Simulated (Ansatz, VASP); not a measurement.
# NiO2 in VASP and in Ansatz

```
Ni O
1.0
     1.38688    0.80071    5.10745
    -1.38688    0.80071    5.10745
     0.00000   -1.60143    5.10745
Ni O
1 2
Direct
  0.00000 0.00000 0.00000
  0.60528 0.60528 0.60528
  0.39472 0.39472 0.39472
```

Alike in both runs: functional r2SCAN; k mesh 12 × 12 × 12; occupations gaussian, width 0.02 eV; no spin polarisation.

Ansatz relaxed the structure, and its values are those at the end. VASP's run is a single point on that final structure, the one shown.

|  | VASP | Ansatz |
| --- | --- | --- |
| version | VASP 6.6.1 | Ansatz 0.2.0 |
| potentials or method | VASP PAW PBE potentials, release 64 (Ni, O), cutoff 520 eV | scalar-relativistic, plane waves, PAW |
| valence electrons in the cell | 22 | 30 |

```tsv
	VASP	Ansatz	Ansatz less VASP
gap on the k mesh at the Fermi level (eV)	1.56	1.62	+0.064
least direct gap on the mesh (eV)	1.76	1.84	+0.074
pressure (GPa)	1.4	0.0	-1.39
rms of the force components (eV/Å)	0.064	0.001	-0.0634
```

VASP's potentials were made for PBE, not for r2SCAN. VASP's potentials hold 22 valence electrons a cell and Ansatz's 30, so a difference there can come from the potentials and not from the codes.
